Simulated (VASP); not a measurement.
A run of VASP 6.6.1 is set up as follows.

INCAR

```
SYSTEM = Ta4C3
PREC = Accurate
ENCUT = 520
EDIFF = 1E-7
ISMEAR = 0
SIGMA = 0.1
LREAL = .False.
LASPH = .True.
NELM = 80
ALGO = Normal
ISIF = 2
LWAVE = .False.
LCHARG = .False.
GGA = PS
NBANDS = 37
```

The input KPOINTS:

```
Automatic mesh
0
Gamma
  4 4 4
  0 0 0
```

File POSCAR:

```
Ta4C3
1.0
    4.4044711779      0.0000000000      0.0000000000
    0.0000000000      4.4044711779      0.0000000000
    0.0000000000      0.0000000000      4.4044711779
Ta C
4 3
Direct
    0.0000000000      0.5000000000      0.5000000000
    0.5000000000      0.0000000000      0.5000000000
    0.5000000000      0.5000000000      0.0000000000
    0.0000000000      0.0000000000      0.0000000000
    0.5000000000      0.0000000000      0.0000000000
    0.0000000000      0.5000000000      0.0000000000
    0.0000000000      0.0000000000      0.5000000000
```

Potentials or basis: VASP PAW PBE potentials, release 64 (Ta_pv, C).

Run with:

```console
$ cat potpaw_PBE.64/Ta_pv/POTCAR potpaw_PBE.64/C/POTCAR > POTCAR
$ mpirun -np 1 vasp_std > vasp.out
```

**Question.** Predict the pressure.

**Answer.** 0.3 GPa.

**Question.** Predict the band gap on the k mesh.

**Answer.** Zero (band 28 reaches 7.45 eV, above the bottom of band 29 at 6.68 eV).

Caveat: the PAW data sets were made with another functional, which shifts forces and pressure a little; spin-orbit coupling is left out, which moves the levels of the heavy elements.
